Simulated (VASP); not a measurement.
SiRu2, 3 atoms in the cell. It takes space group F-43m (No. 216, cubic). The conventional cell has a = 5.672 Å, b = 5.672 Å, c = 5.672 Å, α = 90.00°, β = 90.00°, γ = 90.00°. Within 3.2 Å of Si (site symmetry -43m) lie 10 Ru at 2.46 to 2.84 Å. Ru (site symmetry -43m) has 4 Si at 2.46 Å and 4 Ru at 2.46 Å within 3.2 Å. Within 3.2 Å of Ru (site symmetry -43m) lie 4 Ru at 2.46 Å and 6 Si at 2.84 Å. 

```yaml
Program: VASP 6.6.1
Task: single point
Functional: PBE
Potentials_or_basis: VASP PAW PBE potentials, release 64 (Si, Ru_pv)
Cutoff: 520 eV
k_mesh: 6 × 6 × 6
Occupations: gaussian, width 0.1 eV
Spin: no spin polarisation
Dipole_correction: no
Further_INCAR_settings: ALGO = Fast; EDIFF = 1e-06; NBANDS = 23
```

Potentials or basis: VASP PAW PBE potentials, release 64 (Si, Ru_pv).

Command:

```sh
$ cat potpaw_PBE.64/Si/POTCAR potpaw_PBE.64/Ru_pv/POTCAR > POTCAR
$ mpirun -np 1 vasp_std > vasp.out
```

Hardware: 1 thread of Intel Xeon 8259CL, with other jobs on the host.

Estimate the wall time of this run.

Wall time 37 s on 1 thread of Intel Xeon 8259CL, on a shared host, peak memory 0.17 GiB. Counts: scf iterations 15, k points 16.
